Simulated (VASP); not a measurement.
**NaCaI3: single point with HSE06**

NaCaI3:

```
Na Ca I
1.0
     6.12590    0.00000    0.00000
     0.00000    6.12590    0.00000
     0.00000    0.00000    6.12590
Na Ca I
1 1 3
Cartesian
  0.0000 0.0000 0.0000
  3.0629 3.0629 3.0629
  3.0629 3.0629 0.0000
  3.0629 0.0000 3.0629
  0.0000 3.0629 3.0629
```

```yaml
Program: VASP 6.6.1
Task: single point
Functional: HSE06
Potentials_or_basis: VASP PAW PBE potentials, release 64 (Na_pv, Ca_sv, I)
Cutoff: 520 eV
k_mesh: 2 × 2 × 2
Occupations: gaussian, width 0.01 eV
Spin: no spin polarisation
```

The pressure is 0.2 GPa and the band gap on the k mesh is 3.34 eV (least direct gap 3.71 eV).

Levels at points of the mesh, in eV from the valence-band top:
```
           k point  band 17  band 18  band 19  band 20  band 21  band 22
(0.00, 0.00, 0.00)    -0.37    -0.37    -0.37     3.34     4.91     4.91
(0.50, 0.00, 0.00)    -0.85    -0.48    -0.48     4.66     5.01     5.43
(0.50, 0.50, 0.00)    -1.10    -1.10    -0.01     4.69     6.14     6.22
(0.50, 0.50, 0.50)     0.00     0.00     0.00     3.72     6.58     6.58
```

Wall time 3.3 min on 1 thread of AMD EPYC 7R13 Processor (Zen 3), on a shared host, peak memory 0.41 GiB.

Caveat: the k points lie up to 0.51 Å⁻¹ apart; the PAW data sets were made with another functional, which shifts forces and pressure a little; spin-orbit coupling is left out, which moves the levels of the heavy elements. A k mesh can miss the band edges.
